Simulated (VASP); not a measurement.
# SnSe2 (P-3m1) in VASP: notebook

SnSe2 is run at these levels: PBE+D3(BJ); tasks: single point.

Everything below comes from runs of VASP 6.6.1. Logs are shortened: lines on timing, memory, paths and dates and some standing lists are left out, and cuts for length are marked.

### 1 The cell of the first run

Symmetry: P-3m1, No. 164, trigonal system. Conventional cell: a = 3.987 Å, b = 3.987 Å, c = 5.872 Å, α = 90.00°, β = 90.00°, γ = 120.00°. Sn (site symmetry -3m) has 6 Se at 2.78 Å within 3.7 Å. Within 3.7 Å of Se (site symmetry 3m) lie 3 Sn at 2.78 Å and 3 Se at 3.59 Å.

### 2 Single point, PBE+D3(BJ) (26.95 Å³/atom)

File INCAR:

```
SYSTEM = SnSe2
  ALGO = Normal
  EDIFF = 1E-6
  ENCUT = 500
  GGA = PE
  GGA_COMPAT = .FALSE.
  ISIF = 2
  ISMEAR = 0
  IVDW = 12
  LASPH = .TRUE.
  LCHARG = .FALSE.
  LREAL = .FALSE.
  LWAVE = .FALSE.
  NBANDS = 20
  NELM = 120
  PREC = Accurate
  SIGMA = 0.03
```

File KPOINTS:

```
k-points
0
G
  12 12 6
  0 0 0
```

File POSCAR:

```
SnSe2
1.0
    3.9869665719      0.0000000000      0.0000000000
   -1.9934832860      3.4528143353      0.0000000000
    0.0000000000      0.0000000000      5.8724030638
Sn Se
1 2
Direct
    0.0000000000      0.0000000000      0.0000000000
    0.3333333333      0.6666666667      0.2651331237
    0.6666666667      0.3333333333      0.7348668763
```

Potentials or basis: VASP PAW PBE potentials, release 64 (Sn_d, Se).

On the command line:

```
$ cat potpaw_PBE.64/Sn_d/POTCAR potpaw_PBE.64/Se/POTCAR > POTCAR
$ mpirun -np 1 vasp_std > vasp.out
```

OUTCAR:

```text
SYSTEM = SnSe2
   EDIFF = 1E-6
   ENCUT = 500
   GGA = PE
   ISIF = 2
   ISMEAR = 0
   IVDW = 12
   LASPH = .TRUE.
   LREAL = .FALSE.
   NELM = 120
   PREC = Accurate
 IVDW          = 12

 ion  position               nearest neighbor table
   1  0.000  0.000  0.000-   2 2.78   3 2.78   3 2.78   2 2.78   3 2.78   2 2.78
   2  0.333  0.667  0.265-   1 2.78   1 2.78   1 2.78
   3  0.667  0.333  0.735-   1 2.78   1 2.78   1 2.78

  LATTYP: Found a hexagonal cell.
 ALAT       =     3.9869665719
 C/A-ratio  =     1.4729000000

  Lattice vectors:

 A1 = (   3.9869665719,   0.0000000000,   0.0000000000)
 A2 = (  -1.9934832860,   3.4528143353,   0.0000000000)
 A3 = (   0.0000000000,   0.0000000000,   5.8724030638)

Analysis of symmetry for initial positions (statically):
=====================================================================
 Subroutine PRICEL returns:
 Original cell was already a primitive cell.

 Routine SETGRP: Setting up the symmetry group for a
 hexagonal supercell.

 Subroutine GETGRP returns: Found 12 space group operations
 (whereof 12 operations were pure point group operations)
 out of a pool of 24 trial point group operations.

The static configuration has the point symmetry D_3d.

Analysis of symmetry for dynamics (positions and initial velocities):
=====================================================================
 Subroutine PRICEL returns:
 Original cell was already a primitive cell.

 Routine SETGRP: Setting up the symmetry group for a
 hexagonal supercell.

 Subroutine GETGRP returns: Found 12 space group operations
 (whereof 12 operations were pure point group operations)
 out of a pool of 24 trial point group operations.

The dynamic configuration has the point symmetry D_3d.

 Subroutine INISYM returns: Found 12 space group operations
 (whereof 12 operations are pure point group operations),
 and found     1 'primitive' translations

----------------------------------------------------------------------------------------

                                     Primitive cell

  volume of cell :      80.8410

  direct lattice vectors                    reciprocal lattice vectors
     3.986966572  0.000000000  0.000000000     0.250817252  0.144809408  0.000000000
    -1.993483286  3.452814335  0.000000000     0.000000000  0.289618816  0.000000000
     0.000000000  0.000000000  5.872403064     0.000000000  0.000000000  0.170288039

  length of vectors
     3.986966572  3.986966572  5.872403064     0.289618816  0.289618816  0.170288039

  position of ions in fractional coordinates (direct lattice)
     0.000000000  0.000000000  0.000000000
     0.333333333  0.666666667  0.265133124
     0.666666667  0.333333333  0.734866876

  ion indices of the primitive-cell ions
   primitive index   ion index
                 1           1
                 2           2
                 3           3

----------------------------------------------------------------------------------------

 KPOINTS: k-points

Automatic generation of k-mesh.
 Grid dimensions read from file:
 generate k-points for:   12   12    6

 Generating k-lattice:

  Cartesian coordinates                     Fractional coordinates (reciprocal lattice)
     0.020901438  0.012067451  0.000000000     0.083333333  0.000000000  0.000000000
     0.000000000  0.024134901  0.000000000     0.000000000  0.083333333  0.000000000
     0.000000000  0.000000000  0.028381340     0.000000000  0.000000000  0.166666667

  Length of vectors
     0.024134901  0.024134901  0.028381340

  Shift w.r.t. Gamma in fractional coordinates (k-lattice)
     0.000000000  0.000000000  0.000000000

 Subroutine IBZKPT returns following result:
 ===========================================

 Found    100 irreducible k-points:

 Following reciprocal coordinates:
            Coordinates               Weight
  0.000000  0.000000  0.000000      1.000000
  0.083333 -0.000000  0.000000      6.000000
  0.166667  0.000000  0.000000      6.000000
  0.250000  0.000000  0.000000      6.000000
  0.333333  0.000000  0.000000      6.000000
  0.416667  0.000000  0.000000      6.000000
[... 16 lines left out ...]
  0.166667  0.000000  0.166667      6.000000
  0.000000  0.166667  0.166667      6.000000
 [... further k-points ...]
   k-points           NKPTS =    100   k-points in BZ     NKDIM =    100   number of bands    NBANDS=     20
   number of dos      NEDOS =    301   number of ions     NIONS =      3
   total plane-waves  NPLWV =  43200
   dimension x,y,z NGX =    30 NGY =   30 NGZ =   48
   dimension x,y,z NGXF=    60 NGYF=   60 NGZF=   96
   ions per type =               1   2
   NGX,Y,Z   is equivalent  to a cutoff of  12.51, 12.51, 13.59 a.u.
   NGXF,Y,Z  is equivalent  to a cutoff of  25.02, 25.02, 27.18 a.u.
 SYSTEM =  SnSe2
   PREC   = accura    normal or accurate (medium, high low for compatibility)
   ISTART =      0    job   : 0-new  1-cont  2-samecut
   ICHARG =      2    charge: 1-file 2-atom 10-const
   ISPIN  =      1    spin polarized calculation?
   LNONCOLLINEAR =      F non collinear calculations
   LSORBIT =      F    spin-orbit coupling
   LASPH  =      T    aspherical Exc in radial PAW
   ENCUT  =  500.0 eV  36.75 Ry    6.06 a.u.   7.27  7.27 10.71*2*pi/ulx,y,z
   NELM   =    120;   NELMIN=  2; NELMDL= -5     # of ELM steps
   EDIFF  = 0.1E-05   stopping-criterion for ELM
   LREAL  =      F    real-space projection
   EDIFFG = 0.1E-04   stopping-criterion for IOM
   NSW    =      0    number of steps for IOM
   IBRION =     -1    ionic relax: 0-MD 1-quasi-New 2-CG
   NFREE  =      0    steps in history (QN), initial steepest desc. (CG)
   ISIF   =      2    stress and relaxation
   ISYM   =      2    0-nonsym 1-usesym 2-fastsym
   POTIM  = 0.5000    time-step for ionic-motion
   TEBEG  =    0.0;   TEEND  =   0.0 temperature during run
   PSTRESS=    0.0 pullay stress
   NELECT =      26.0000    total number of electrons
   NUPDOWN=      -1.0000    fix difference up-down
   EMIN   =  10.00;   EMAX   =-10.00  energy-range for DOS
   EFERMI =   0.00;   METHOD = LEGACY
   ISMEAR =     0;   SIGMA  =   0.03  broadening in eV -4-tet -1-fermi 0-gaus
   EFERMI_NEDOS =   21; number of points for ismear=-14 and -15
   IALGO  =     38    algorithm
   IMIX   =      4    mixing-type and parameters
     AMIX     =   0.40;   BMIX     =  1.00
     AMIX_MAG =   1.60;   BMIX_MAG =  1.00
  volume/ion in A,a.u.               =      26.95       181.85
  Fermi-wavevector in a.u.,A,eV,Ry     =   1.121645  2.119602 17.117317  1.258087
  Thomas-Fermi vector in A             =   2.258300
   LORBIT       =      0    0 simple, 1 ext, 2 COOP (PROOUT), +10 PAW based schemes
   GGA     = PE    functional components
   LHFCALC =     F    Hartree Fock is set to
   AEXX    =    0.0000 exact exchange contribution
   IVDW    =    12    specifies the selected vdW correction
   LEPSILON=     F    determine dielectric tensor
   LRPA    =     F    only Hartree local field effects (RPA)
 non-spin polarized calculation
 Gauss-broadening in eV      SIGMA  =   0.03
  energy-cutoff  :      500.00
  volume of cell :       80.84
 maximum number of plane-waves:      2092
 NGX is ok and might be reduce to    30
   NGX = 15   NGY = 15   NGZ = 21

 number of electron      25.9999994 magnetization

 Free energy of the ion-electron system (eV)
  ---------------------------------------------------
  ext. energy  EPLUGINS =         0.00000000
  ---------------------------------------------------
  free energy    TOTEN  =       -11.79240929 eV

  energy without entropy =      -11.79232154  energy(sigma->0) =      -11.79236542

 E-fermi :   4.1340     XC(G=0):  -9.3304

 val. band max:        4.1198609680   @ k =   0.0000   0.0000   0.0000
 cond. band min:       4.2481918746   @ k =   0.0000   0.4167   0.3333
 fundamental gap:      0.1283309065
 Fermi energy:         4.1340336743

 k-point     1 :       0.0000    0.0000    0.0000
  band No.  band energies     occupation
      1     -17.4654      2.00000
      2     -17.4654      2.00000
      3     -17.4508      2.00000
      4     -17.4373      2.00000
      5     -17.4373      2.00000
      6      -9.6858      2.00000
[... 12 lines left out ...]
     19      12.5825      0.00000
     20      12.5826      0.00000

 k-point     2 :       0.0833   -0.0000    0.0000
  band No.  band energies     occupation
      1     -17.4676      2.00000
      2     -17.4641      2.00000
      3     -17.4496      2.00000
      4     -17.4380      2.00000
      5     -17.4367      2.00000
      6      -9.6281      2.00000
[... 12 lines left out ...]
     19      12.2853      0.00000
     20      12.6177      0.00000

 k-point     3 :       0.1667    0.0000    0.0000
  band No.  band energies     occupation
      1     -17.4740      2.00000
      2     -17.4613      2.00000
      3     -17.4467      2.00000
      4     -17.4391      2.00000
      5     -17.4346      2.00000
      6      -9.4593      2.00000
[... 12 lines left out ...]
     19      11.7291      0.00000
     20      12.6728      0.00000

 k-point     4 :       0.2500    0.0000    0.0000
  band No.  band energies     occupation
      1     -17.4832      2.00000
      2     -17.4588      2.00000
      3     -17.4459      2.00000
      4     -17.4370      2.00000
      5     -17.4303      2.00000
      6      -9.1943      2.00000
[... 12 lines left out ...]
     19      11.6149      0.00000
     20      12.9961      0.00000

 k-point     5 :       0.3333    0.0000    0.0000
  band No.  band energies     occupation
      1     -17.4926      2.00000
      2     -17.4577      2.00000
      3     -17.4477      2.00000
      4     -17.4322      2.00000
      5     -17.4246      2.00000
      6      -8.8648      2.00000
[... 12 lines left out ...]
     19      12.2235      0.00000
     20      13.7751      0.00000
[... 353 lines left out ...]
      6      -9.5675      2.00000
[... 12 lines left out ...]
     19      12.3834      0.00000
     20      12.5868      0.00000

 k-point    22 :       0.0000    0.0833    0.1667
  band No.  band energies     occupation
      1     -17.4676      2.00000
      2     -17.4641      2.00000
      3     -17.4496      2.00000
      4     -17.4380      2.00000
      5     -17.4367      2.00000
      6      -9.5675      2.00000
[... 12 lines left out ...]
     19      12.1757      0.00000
     20      12.2527      0.00000

 k-point    23 :       0.1667    0.0000    0.1667
  band No.  band energies     occupation
      1     -17.4740      2.00000
      2     -17.4613      2.00000
      3     -17.4466      2.00000
      4     -17.4391      2.00000
      5     -17.4346      2.00000
      6      -9.4005      2.00000
[... 12 lines left out ...]
     19      12.2314      0.00000
     20      12.7321      0.00000

 k-point    24 :       0.0000    0.1667    0.1667
  band No.  band energies     occupation
      1     -17.4740      2.00000
      2     -17.4613      2.00000
      3     -17.4467      2.00000
      4     -17.4391      2.00000
      5     -17.4346      2.00000
      6      -9.4005      2.00000
[... 12 lines left out ...]
     19      11.7064      0.00000
     20      12.2740      0.00000

 [... further k-points ...]

------------------------ aborting loop because EDIFF is reached ----------------------------------------

 Edisp (eV)   -1.03462

 E8    (eV) :    -0.4531

  FORCE on cell =-STRESS in cart. coord.  units (eV):
  Direction    XX          YY          ZZ          XY          YZ          ZX
  --------------------------------------------------------------------------------------
  -------------------------------------------------------------------------------------
  Total      -1.99995    -1.99995    -0.50796     0.00000     0.00000     0.00000
  in kB     -39.63669   -39.63669   -10.06729     0.00000     0.00000     0.00000
  external pressure =      -29.78 kB  Pullay stress =        0.00 kB

 VOLUME and BASIS-vectors are now :
 -----------------------------------------------------------------------------
  energy-cutoff  :      500.00
  volume of cell :       80.84
      direct lattice vectors                 reciprocal lattice vectors
     3.986966572  0.000000000  0.000000000     0.250817252  0.144809408  0.000000000
    -1.993483286  3.452814335  0.000000000     0.000000000  0.289618816  0.000000000
     0.000000000  0.000000000  5.872403064     0.000000000  0.000000000  0.170288039

 POSITION                                       TOTAL-FORCE (eV/Angst)
 -----------------------------------------------------------------------------------
      0.00000      0.00000      0.00000         0.000000      0.000000      0.000000
     -0.00000      2.30188      1.55697        -0.000000     -0.000000     -0.043440
      1.99348      1.15094      4.31543         0.000000      0.000000      0.043440
 -----------------------------------------------------------------------------------
    total drift:                                0.000000     -0.000000      0.000000

  FREE ENERGIE OF THE ION-ELECTRON SYSTEM (eV)
  ---------------------------------------------------
  free  energy   TOTEN  =       -12.8270292115 eV

  energy  without entropy=      -12.8269414644  energy(sigma->0) =      -12.82698534
```

Run time: 3.8 min. Hardware: 1 thread of Intel Xeon 8259CL, shared host; peak memory 0.31 GiB.

Results:

```yaml
Free_energy: -12.8270 eV
Pressure: -3.0 GPa
Largest_force: 0.043 eV/Å
Dispersion_energy_per_atom: -0.345 eV
```

Forces in eV/Å, atoms in the order of the input:
```
Sn   0.000  0.000  0.000
Se   0.000  0.000 -0.043
Se   0.000  0.000  0.043
```

Stress tensor (GPa, compression positive):
```
-3.96  0.00  0.00
 0.00 -3.96  0.00
 0.00  0.00 -1.01
```

Caveat: spin-orbit coupling is left out, which moves the levels of the heavy elements.

(Continued in part 2 of 2.)
